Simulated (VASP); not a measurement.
Write the native input for VASP 6.6.1 that does the following.

```yaml
Task: single point
Functional: PBE
Potentials_or_basis: VASP PAW PBE potentials, release 64 (B, N)
Cutoff: 520 eV
k_mesh: 6 × 6 × 10
Occupations: gaussian, width 0.05 eV
Spin: no spin polarisation
Dipole_correction: no
Further_INCAR_settings: ALGO = Normal; EDIFF = 1e-06; NBANDS = 26
```

The structure of BN lies in POSCAR:

```
BN
1.0
    4.4890000000      0.0000000000      0.0000000000
    0.0000000000      4.4890000000      0.0000000000
    0.0000000000      0.0000000000      2.2433000000
B N
4 4
Direct
    0.1742811368      0.8257188632      0.5000000000
    0.3257188632      0.3257188632      0.0000000000
    0.6742811368      0.6742811368      0.0000000000
    0.8257188632      0.1742811368      0.5000000000
    0.8126115048      0.8126115048      0.5000000000
    0.3126115048      0.6873884952      0.0000000000
    0.6873884952      0.3126115048      0.0000000000
    0.1873884952      0.1873884952      0.5000000000
```

One way to write it, as run:

INCAR

```
SYSTEM = BN
ALGO     = Normal         ! electronic algorithm
EDIFF    = 1E-6           ! SCF threshold, eV
ENCUT    = 520            ! plane-wave cutoff, eV
GGA      = PE             ! functional
ISIF     = 2              ! what is computed and relaxed
ISMEAR   = 0              ! smearing method
LASPH    = .True.         ! aspherical terms in the spheres
LCHARG   = .False.        ! write CHGCAR
LREAL    = .False.        ! projectors in reciprocal space
LWAVE    = .False.        ! write WAVECAR
NBANDS   = 26             ! bands
NELM     = 60             ! most SCF steps
PREC     = Accurate       ! precision mode
SIGMA    = 0.05           ! smearing width, eV
```

KPOINTS

```
k-points
0
Gamma
  6 6 10
  0 0 0
```

Potentials or basis: VASP PAW PBE potentials, release 64 (B, N).

The run is started by

```bash
$ cat potpaw_PBE.64/B/POTCAR potpaw_PBE.64/N/POTCAR > POTCAR
$ mpirun -np 1 vasp_std > vasp.out
```

It gave:

The pressure is 55.9 GPa and the largest force is 1.690 eV/Å. The band gap on the k mesh is 3.96 eV, indirect (least direct gap 5.28 eV).

Caveat: forces of over 1 eV/Å act on the atoms, so gaps and moduli don't describe the material at rest.

It took 88 s on 1 thread of Intel Xeon 8259CL, with other jobs on the host, peak memory 0.19 GiB.
